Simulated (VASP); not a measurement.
Runs of VASP 6.6.1 on YAlC4N4. The structure is that of space group P-43m (No. 215), or close to it. The cells are those of the table. 

```csv
task,spin,cell,k mesh,cutoff (eV),gap on the mesh (eV),pressure (GPa),largest force (eV/Å)
single point,off,"a = 6.231 Å, 10 atoms",4 × 4 × 4,520,none,0.5,0.33
relaxation of cell and atoms,off,"relaxed from a = 6.068 Å, 10 atoms",4 × 4 × 4,600,none,0.0,0.03
single point,off,"a = 6.241 Å, 10 atoms",6 × 6 × 6,520,none,(b),0.34
single point,"collinear, ferromagnetic start","a = 6.068 Å, 10 atoms",4 × 4 × 4,520,none,6.3,1.44
single point,off,"a = 6.068 Å, 10 atoms",4 × 4 × 4,520,none,6.3,(a)
```

Alike in all rows: level PBE; potentials or basis VASP PAW PBE potentials, release 64 (Y_sv, Al, C, N); smearing gaussian 0.1 eV.

**Question.** Fill in the values left out.

**Answer.** (a) 1.48; (b) 0.2.

Caveats: forces of over 1 eV/Å act on the atoms, so gaps and moduli don't describe the material at rest (some runs).

A k mesh can miss the band edges, and the runs leave out spin-orbit coupling on Y.

A gap of «none» marks levels without a gap at the run's occupations.
